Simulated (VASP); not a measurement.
Runs of VASP 6.6.1 on Sb. The structure is that of space group Im-3m (No. 229), or close to it. The cells are those of the table. This isn't the form of Sb at room conditions, which is rhombohedral.

```tsv
task	cell	k mesh	gap on the mesh (eV)	pressure (GPa)	relaxed volume (Å³/atom)
single point	a = 3.259 Å, angles 109.5°, 1 atom	5 × 5 × 5	none	-0.1	-
single point	a = 3.300 Å, angles 109.5°, 1 atom	5 × 5 × 5, shifted	none	-0.1	-
relaxation of cell and atoms	relaxed from a = 4.227 Å, angles 109.5°, 1 atom	5 × 5 × 5	none	0.0	26.60
relaxation of cell and atoms	relaxed from a = 4.227 Å, angles 109.5°, 1 atom	5 × 5 × 5, shifted	none	0.0	(a)
```

Alike in all rows: level r2SCAN; potentials or basis VASP PAW PBE potentials, release 64 (Sb); no spin polarisation; cutoff (eV) 550; smearing fermi-dirac 0.1 eV.

Q: Fill in the values left out.

A: (a) 27.61.

Caveats: all runs use coarse meshes; the PAW data sets were made with another functional, which shifts forces and pressure a little; spin-orbit coupling is left out, which moves the levels of the heavy elements; the volume moved by over 15 % at a fixed basis, so the end points are rough (at least some runs).

A k mesh can miss the band edges, and the runs leave out spin-orbit coupling on Sb.

A gap of «none» marks levels without a gap at the run's occupations.
